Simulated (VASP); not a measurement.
# Ti (P6/mmm) in VASP: a series of runs

Ti is run at these levels: PBE; tasks: single point.

All numbers are computed with VASP 6.6.1; they aren't measurements. Logs are shortened: lines on timing, memory, paths and dates and some standing lists are left out, and cuts for length are marked.

**1. The cell of the first run**

Symmetry: P6/mmm, No. 191, hexagonal system. Conventional cell: a = 4.900 Å, b = 4.900 Å, c = 3.058 Å, α = 90.00°, β = 90.00°, γ = 120.00°. Within 4.0 Å of Ti (site symmetry 6/mmm) lie 14 Ti at 3.06 to 3.22 Å. Within 3.7 Å of Ti (site symmetry -6m2) lie 11 Ti at 2.83 to 3.22 Å.

This isn't the form of Ti at room conditions, which is hcp.

**2. Single point, PBE**

The input, INCAR:

```
SYSTEM = Ti
PREC = Accurate
ENCUT = 520
EDIFF = 1E-7
ISMEAR = 0
SIGMA = 0.15
LREAL = .FALSE.
LASPH = .TRUE.
NELM = 60
ALGO = Fast
ISIF = 2
LWAVE = .FALSE.
LCHARG = .FALSE.
GGA = PE
NBANDS = 25
```

The input, KPOINTS:

```
Automatic mesh
0
G
  12 12 14
  0 0 0
```

The input, POSCAR:

```
Ti
1.0
    4.8996000000      0.0000000000      0.0000000000
   -2.4498000000      4.2431780684      0.0000000000
    0.0000000000      0.0000000000      3.0583000000
Ti
3
Direct
    0.0000000000      0.0000000000      0.0000000000
    0.3333333333      0.6666666667      0.5000000000
    0.6666666667      0.3333333333      0.5000000000
```

Potentials or basis: VASP PAW PBE potentials, release 64 (Ti_sv).

On the command line:

```sh
$ cat potpaw_PBE.64/Ti_sv/POTCAR > POTCAR
$ mpirun -np 1 vasp_std > vasp.out
```

OUTCAR:

```text
SYSTEM = Ti
   PREC = Accurate
   ENCUT = 520
   EDIFF = 1E-7
   ISMEAR = 0
   LREAL = .FALSE.
   LASPH = .TRUE.
   NELM = 60
   ISIF = 2
   GGA = PE

 ion  position               nearest neighbor table
   1  0.000  0.000  0.000-
   2  0.333  0.667  0.500-   3 2.83   3 2.83   3 2.83
   3  0.667  0.333  0.500-   2 2.83   2 2.83   2 2.83

  LATTYP: Found a hexagonal cell.
 ALAT       =     4.8996000000
 C/A-ratio  =     0.6241938117

  Lattice vectors:

 A1 = (   4.8996000000,   0.0000000000,   0.0000000000)
 A2 = (  -2.4498000000,   4.2431780684,   0.0000000000)
 A3 = (   0.0000000000,   0.0000000000,   3.0583000000)

Analysis of symmetry for initial positions (statically):
=====================================================================
 Subroutine PRICEL returns:
 Original cell was already a primitive cell.

 Routine SETGRP: Setting up the symmetry group for a
 hexagonal supercell.

 Subroutine GETGRP returns: Found 24 space group operations
 (whereof 24 operations were pure point group operations)
 out of a pool of 24 trial point group operations.

The static configuration has the point symmetry D_6h.

Analysis of symmetry for dynamics (positions and initial velocities):
=====================================================================
 Subroutine PRICEL returns:
 Original cell was already a primitive cell.

 Routine SETGRP: Setting up the symmetry group for a
 hexagonal supercell.

 Subroutine GETGRP returns: Found 24 space group operations
 (whereof 24 operations were pure point group operations)
 out of a pool of 24 trial point group operations.

The dynamic configuration has the point symmetry D_6h.

 Subroutine INISYM returns: Found 24 space group operations
 (whereof 24 operations are pure point group operations),
 and found     1 'primitive' translations

----------------------------------------------------------------------------------------

                                     Primitive cell

  volume of cell :      63.5817

  direct lattice vectors                    reciprocal lattice vectors
     4.899600000  0.000000000  0.000000000     0.204098294  0.117836205  0.000000000
    -2.449800000  4.243178068  0.000000000     0.000000000  0.235672410  0.000000000
     0.000000000  0.000000000  3.058300000     0.000000000  0.000000000  0.326979041

  length of vectors
     4.899600000  4.899600000  3.058300000     0.235672410  0.235672410  0.326979041

  position of ions in fractional coordinates (direct lattice)
     0.000000000  0.000000000  0.000000000
     0.333333333  0.666666667  0.500000000
     0.666666667  0.333333333  0.500000000

  ion indices of the primitive-cell ions
   primitive index   ion index
                 1           1
                 2           2
                 3           3

----------------------------------------------------------------------------------------

 KPOINTS: Automatic mesh

Automatic generation of k-mesh.
 Grid dimensions read from file:
 generate k-points for:   12   12   14

 Generating k-lattice:

  Cartesian coordinates                     Fractional coordinates (reciprocal lattice)
     0.017008191  0.009819684  0.000000000     0.083333333  0.000000000  0.000000000
     0.000000000  0.019639367  0.000000000     0.000000000  0.083333333  0.000000000
     0.000000000  0.000000000  0.023355646     0.000000000  0.000000000  0.071428571

  Length of vectors
     0.019639367  0.019639367  0.023355646

  Shift w.r.t. Gamma in fractional coordinates (k-lattice)
     0.000000000  0.000000000  0.000000000

 Subroutine IBZKPT returns following result:
 ===========================================

 Found    152 irreducible k-points:

 Following reciprocal coordinates:
            Coordinates               Weight
  0.000000  0.000000  0.000000      1.000000
  0.083333  0.000000  0.000000      6.000000
  0.166667  0.000000  0.000000      6.000000
  0.250000  0.000000  0.000000      6.000000
  0.333333  0.000000  0.000000      6.000000
  0.416667  0.000000  0.000000      6.000000
[... 16 lines left out ...]
  0.250000  0.000000  0.071429     12.000000
  0.333333  0.000000  0.071429     12.000000
 [... further k-points ...]
   k-points           NKPTS =    152   k-points in BZ     NKDIM =    152   number of bands    NBANDS=     25
   number of dos      NEDOS =    301   number of ions     NIONS =      3
   total plane-waves  NPLWV =  31104
   dimension x,y,z NGX =    36 NGY =   36 NGZ =   24
   dimension x,y,z NGXF=    72 NGYF=   72 NGZF=   48
   ions per type =               3
   NGX,Y,Z   is equivalent  to a cutoff of  12.21, 12.21, 13.05 a.u.
   NGXF,Y,Z  is equivalent  to a cutoff of  24.43, 24.43, 26.09 a.u.
 SYSTEM =  Ti
   PREC   = accura    normal or accurate (medium, high low for compatibility)
   ISTART =      0    job   : 0-new  1-cont  2-samecut
   ICHARG =      2    charge: 1-file 2-atom 10-const
   ISPIN  =      1    spin polarized calculation?
   LNONCOLLINEAR =      F non collinear calculations
   LSORBIT =      F    spin-orbit coupling
   LASPH  =      T    aspherical Exc in radial PAW
   ENCUT  =  520.0 eV  38.22 Ry    6.18 a.u.   9.11  9.11  5.69*2*pi/ulx,y,z
   NELM   =     60;   NELMIN=  2; NELMDL= -5     # of ELM steps
   EDIFF  = 0.1E-06   stopping-criterion for ELM
   LREAL  =      F    real-space projection
   EDIFFG = 0.1E-05   stopping-criterion for IOM
   NSW    =      0    number of steps for IOM
   IBRION =     -1    ionic relax: 0-MD 1-quasi-New 2-CG
   NFREE  =      0    steps in history (QN), initial steepest desc. (CG)
   ISIF   =      2    stress and relaxation
   ISYM   =      2    0-nonsym 1-usesym 2-fastsym
   POTIM  = 0.5000    time-step for ionic-motion
   TEBEG  =    0.0;   TEEND  =   0.0 temperature during run
   PSTRESS=    0.0 pullay stress
   NELECT =      36.0000    total number of electrons
   NUPDOWN=      -1.0000    fix difference up-down
   EMIN   =  10.00;   EMAX   =-10.00  energy-range for DOS
   EFERMI =   0.00;   METHOD = LEGACY
   ISMEAR =     0;   SIGMA  =   0.15  broadening in eV -4-tet -1-fermi 0-gaus
   EFERMI_NEDOS =   21; number of points for ismear=-14 and -15
   IALGO  =     68    algorithm
   IMIX   =      4    mixing-type and parameters
     AMIX     =   0.40;   BMIX     =  1.00
     AMIX_MAG =   1.60;   BMIX_MAG =  1.00
  volume/ion in A,a.u.               =      21.19       143.02
  Fermi-wavevector in a.u.,A,eV,Ry     =   1.354352  2.559355 24.956763  1.834270
  Thomas-Fermi vector in A             =   2.481531
   LORBIT       =      0    0 simple, 1 ext, 2 COOP (PROOUT), +10 PAW based schemes
   GGA     = PE    functional components
   LHFCALC =     F    Hartree Fock is set to
   AEXX    =    0.0000 exact exchange contribution
   IVDW    =     0    specifies the selected vdW correction
   LEPSILON=     F    determine dielectric tensor
   LRPA    =     F    only Hartree local field effects (RPA)
 non-spin polarized calculation
 RMM-DIIS sequential band-by-band and
 Gauss-broadening in eV      SIGMA  =   0.15
  energy-cutoff  :      520.00
  volume of cell :       63.58
 maximum number of plane-waves:      1732
   NGX = 19   NGY = 19   NGZ = 11

 number of electron      35.9999995 magnetization

 Free energy of the ion-electron system (eV)
  ---------------------------------------------------
  ext. energy  EPLUGINS =         0.00000000
  ---------------------------------------------------
  free energy    TOTEN  =       -22.81305110 eV

  energy without entropy =      -22.77348654  energy(sigma->0) =      -22.79326882

 E-fermi :   6.2854     XC(G=0): -10.5897

 val. band max:        6.2846803645   @ k =   0.2500   0.0833   0.0000
 cond. band min:       6.2915792068   @ k =   0.3333   0.2500   0.3571
 fundamental gap:      0.0068988424
 Fermi energy:         6.2853958727

 k-point     1 :       0.0000    0.0000    0.0000
  band No.  band energies     occupation
      1     -51.0086      2.00000
      2     -50.7255      2.00000
      3     -50.6464      2.00000
      4     -27.2672      2.00000
      5     -27.2672      2.00000
      6     -27.0497      2.00000
[... 17 lines left out ...]
     24       7.6712      0.00000
     25       7.7711      0.00000

 k-point     2 :       0.0833    0.0000    0.0000
  band No.  band energies     occupation
      1     -51.0085      2.00000
      2     -50.7244      2.00000
      3     -50.6476      2.00000
      4     -27.2697      2.00000
      5     -27.2686      2.00000
      6     -27.0479      2.00000
[... 17 lines left out ...]
     24       7.5582      0.00000
     25       7.9222      0.00000

 k-point     3 :       0.1667    0.0000    0.0000
  band No.  band energies     occupation
      1     -51.0082      2.00000
      2     -50.7212      2.00000
      3     -50.6512      2.00000
      4     -27.2761      2.00000
      5     -27.2707      2.00000
      6     -27.0431      2.00000
[... 17 lines left out ...]
     24       7.4918      0.00000
     25       8.1057      0.00000

 k-point     4 :       0.2500    0.0000    0.0000
  band No.  band energies     occupation
      1     -51.0077      2.00000
      2     -50.7162      2.00000
      3     -50.6567      2.00000
      4     -27.2844      2.00000
      5     -27.2703      2.00000
      6     -27.0370      2.00000
[... 17 lines left out ...]
     24       7.6792      0.00000
     25       8.2884      0.00000
[... 477 lines left out ...]
 k-point    22 :       0.1667    0.0000    0.0714
  band No.  band energies     occupation
      1     -51.0071      2.00000
      2     -50.7202      2.00000
      3     -50.6502      2.00000
      4     -27.2739      2.00000
      5     -27.2690      2.00000
      6     -27.0424      2.00000
[... 17 lines left out ...]
     24       7.5153      0.00000
     25       8.1594      0.00000

 k-point    23 :       0.2500    0.0000    0.0714
  band No.  band energies     occupation
      1     -51.0067      2.00000
      2     -50.7152      2.00000
      3     -50.6557      2.00000
      4     -27.2819      2.00000
      5     -27.2688      2.00000
      6     -27.0368      2.00000
[... 17 lines left out ...]
     24       7.6652      0.00000
     25       8.3518      0.00000

 k-point    24 :       0.3333    0.0000    0.0714
  band No.  band energies     occupation
      1     -51.0062      2.00000
      2     -50.7089      2.00000
      3     -50.6625      2.00000
      4     -27.2895      2.00000
      5     -27.2653      2.00000
      6     -27.0317      2.00000
[... 17 lines left out ...]
     24       7.8905      0.00000
     25       8.2988      0.00000

 [... further k-points ...]

------------------------ aborting loop because EDIFF is reached ----------------------------------------

  FORCE on cell =-STRESS in cart. coord.  units (eV):
  Direction    XX          YY          ZZ          XY          YZ          ZX
  --------------------------------------------------------------------------------------
  -------------------------------------------------------------------------------------
  Total       -6.1573335     -6.1573335     -6.7605876      0.0000000     -0.0000000      0.0000000
  in kB     -155.1569695   -155.1569695   -170.3582054      0.0000000     -0.0000000      0.0000000
  external PRESSURE =    -160.2240481 kB  Pullay stress =       0.0000000 kB

 VOLUME and BASIS-vectors are now :
 -----------------------------------------------------------------------------
  energy-cutoff  :      520.00
  volume of cell :       63.58
      direct lattice vectors                 reciprocal lattice vectors
     4.899600000  0.000000000  0.000000000     0.204098294  0.117836205  0.000000000
    -2.449800000  4.243178068  0.000000000     0.000000000  0.235672410  0.000000000
     0.000000000  0.000000000  3.058300000     0.000000000  0.000000000  0.326979041

 POSITION                                       TOTAL-FORCE (eV/Angst)
 -----------------------------------------------------------------------------------
      0.00000      0.00000      0.00000        -0.000000      0.000000      0.000000
     -0.00000      2.82879      1.52915        -0.000000      0.000000     -0.000000
      2.44980      1.41439      1.52915         0.000000      0.000000      0.000000
 -----------------------------------------------------------------------------------
    total drift:                                0.000000      0.000000     -0.000000

  FREE ENERGIE OF THE ION-ELECTRON SYSTEM (eV)
  ---------------------------------------------------
  free  energy   TOTEN  =       -22.8130510956 eV

  energy  without entropy=      -22.7734865427  energy(sigma->0) =      -22.79326882
```

Wall time 9.9 min (1 thread of AMD EPYC 9R45 (Zen 5), shared host); peak memory 0.28 GiB.

What came out:

```
Free energy            : -22.8131 eV
Pressure               : -16.0 GPa
Band gap on the k mesh : zero (bands 18 and 19 overlap by 0.19 eV)
```

Caveat: the cell stands under tension.

**3. Single point, PBE**

This run uses another cell than the first one, of 21.98 Å³/atom.

The input, INCAR:

```
PREC     = Accurate       # precision mode
ENCUT    = 520            # plane-wave cutoff, eV
EDIFF    = 1E-6           # SCF threshold, eV
ISMEAR   = 0              # smearing method
SIGMA    = 0.15           # smearing width, eV
LREAL    = F              # projectors in reciprocal space
LASPH    = T              # aspherical terms in the spheres
NELM     = 100            # most SCF steps
ALGO     = Fast           # electronic algorithm
ISIF     = 2              # what is computed and relaxed
LWAVE    = F              # write WAVECAR
LCHARG   = F              # write CHGCAR
GGA      = PE             # functional
NBANDS   = 25             # bands
```

The input, KPOINTS:

```
regular mesh
0
Gamma
  12 12 14
```

Changes to POSCAR since step 2:

```diff
@@ -4,3 +4,3 @@
    -2.4498000000      4.2431780684      0.0000000000
-    0.0000000000      0.0000000000      3.0583000000
+    0.0000000000      0.0000000000      3.1716000000
 Ti
```

Potentials or basis: VASP PAW PBE potentials, release 64 (Ti_sv).

On the command line:

```sh
$ cat potpaw_PBE.64/Ti_sv/POTCAR > POTCAR
$ mpirun -np 1 vasp_std > vasp.out
```

Wall time 7 min (1 thread of AMD EPYC 9R45 (Zen 5), shared host); peak memory 0.28 GiB.

It converged, with:

- Free energy: -22.5347 eV
- Pressure: -17.3 GPa
- Band gap on the k mesh: zero (bands 18 and 19 overlap by 0.30 eV)

Stress tensor (GPa, compression positive):
```
-15.60   0.00   0.00
  0.00 -15.60   0.00
  0.00   0.00 -20.67
```

Levels at points of the mesh, in eV from the Fermi level:
| k point | band 16 | band 17 | band 18 | band 19 | band 20 | band 21 |
| --- | --- | --- | --- | --- | --- | --- |
| (0.00, 0.00, 0.00) | -0.59 | -0.46 | -0.46 | 0.12 | 0.69 | 1.00 |
| (0.50, 0.00, 0.00) | -0.24 | -0.17 | -0.14 | 0.16 | 0.55 | 0.56 |
| (0.00, 0.00, 0.50) | -1.40 | -1.15 | -1.15 | 0.83 | 0.83 | 0.96 |
| (0.50, 0.00, 0.50) | -0.78 | -0.65 | -0.63 | 0.29 | 0.36 | 0.56 |

Caveat: the cell stands under tension.
